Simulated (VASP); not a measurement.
## Cu: single point with r2SCAN

Crystal: Cu.

```
CELL_PARAMETERS angstrom
0.00000 2.69276 2.69276
2.69276 0.00000 2.69276
2.69276 2.69276 0.00000
ATOMIC_POSITIONS crystal
Cu 0.12500 0.12500 0.12500
Cu 0.87500 0.87500 0.87500
```

This cell differs from its parent crystal: volume scaled by 1.08.

```yaml
Program: VASP 6.6.1
Task: single point
Functional: r2SCAN
Potentials_or_basis: VASP PAW PBE potentials, release 64 (Cu)
Cutoff: 660 eV
k_mesh: 12 × 12 × 12
Occupations: fermi-dirac, width 0.1 eV
Spin: no spin polarisation
Dipole_correction: no
Further_INCAR_settings: ALGO = Normal; EDIFF = 1e-06; NBANDS = 18
```

The pressure is -3.9 GPa. The band gap on the k mesh is zero (band 11 reaches 3.14 eV, above the bottom of band 12 at 2.09 eV).

Levels at points of the mesh, in eV from the Fermi level:
```csv
k point,band 9,band 10,band 11,band 12,band 13,band 14
"(0.00, 0.00, 0.00)",-1.93,-1.34,-1.34,9.95,9.95,9.95
"(0.50, 0.00, 0.00)",-1.39,-1.39,-1.39,-0.43,7.24,7.24
"(0.50, 0.50, 0.00)",-1.30,-1.30,0.22,0.22,3.89,3.89
```

Wall time 2.4 min on 1 thread of Intel(R) Xeon(R) 6975P-C (Granite Rapids), with other jobs on the host, peak memory 0.22 GiB.

Caveat: the PAW data sets were made with another functional, which shifts forces and pressure a little.
